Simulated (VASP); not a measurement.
A run of VASP 6.6.1 is set up as follows.

File INCAR:

```
SYSTEM = W
PREC     = Accurate       ! precision mode
ENCUT    = 520            ! plane-wave cutoff, eV
EDIFF    = 1E-7           ! SCF threshold, eV
ISMEAR   = -1             ! smearing method
SIGMA    = 0.05           ! smearing width, eV
LREAL    = .False.        ! projectors in reciprocal space
LASPH    = .True.         ! aspherical terms in the spheres
NELM     = 60             ! most SCF steps
ALGO     = Normal         ! electronic algorithm
ISIF     = 2              ! what is computed and relaxed
LWAVE    = .False.        ! write WAVECAR
LCHARG   = .False.        ! write CHGCAR
GGA      = RE             ! functional
IVDW     = 12             ! dispersion correction
NBANDS   = 13             ! bands
```

The input KPOINTS:

```
Automatic mesh
0
Gamma
  12 12 12
  0 0 0
```

Contents of POSCAR:

```
W
1.0
   -1.5749531626      1.5749531626      1.5749531626
    1.5749531626     -1.5749531626      1.5749531626
    1.5749531626      1.5749531626     -1.5749531626
W
1
Direct
    0.0000000000      0.0000000000      0.0000000000
```

Potentials or basis: VASP PAW PBE potentials, release 64 (W_sv).

Command:

```bash
$ cat potpaw_PBE.64/W_sv/POTCAR > POTCAR
$ mpirun -np 1 vasp_std > vasp.out
```

Task: Estimate the pressure.

Result: 0.6 GPa.

Task: What does it give for the dispersion energy per atom?

Result: -1.269 eV.

Task: Estimate the band gap on the k mesh.

Result: Zero (band 7 reaches 16.98 eV, above the bottom of band 8 at 10.46 eV).

Caveat: the PAW data sets were made with another functional, which shifts forces and pressure a little; spin-orbit coupling is left out, which moves the levels of the heavy elements; pairwise dispersion overbinds metals, which lowers pressure and volume.
